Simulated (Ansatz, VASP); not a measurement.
# Co: VASP beside Ansatz

```xyz
1
Lattice="-1.3811 1.3811 1.3811 1.3811 -1.3811 1.3811 1.3811 1.3811 -1.3811" Properties=species:S:1:pos:R:3 pbc="T T T"
Co    0.0000    0.0000    0.0000
```

Alike in both runs: functional PBE; k mesh 28 × 28 × 28; occupations gaussian, width 0.1 eV; no spin polarisation.

Ansatz relaxed the structure, and its values are those at the end. VASP's run is a single point on that final structure, the one shown.

|  | VASP | Ansatz |
| --- | --- | --- |
| version | VASP 6.6.1 | Ansatz 0.2.0 |
| potentials or method | VASP PAW PBE potentials, release 64 (Co), cutoff 520 eV | scalar-relativistic, plane waves, PAW |
| valence electrons in the cell | 9 | 17 |

|  | VASP | Ansatz | Ansatz less VASP |
| --- | --- | --- | --- |
| gap on the k mesh at the Fermi level (eV) | none | none | - |
| pressure (GPa) | -0.7 | 0.0 | +0.73 |

A gap of «none» marks a metal or a gap that the smearing closes. With one functional, cell and mesh, what is left measures potentials, basis and numerics. VASP's potentials hold 9 valence electrons a cell and Ansatz's 17, so a difference there can come from the potentials and not from the codes.
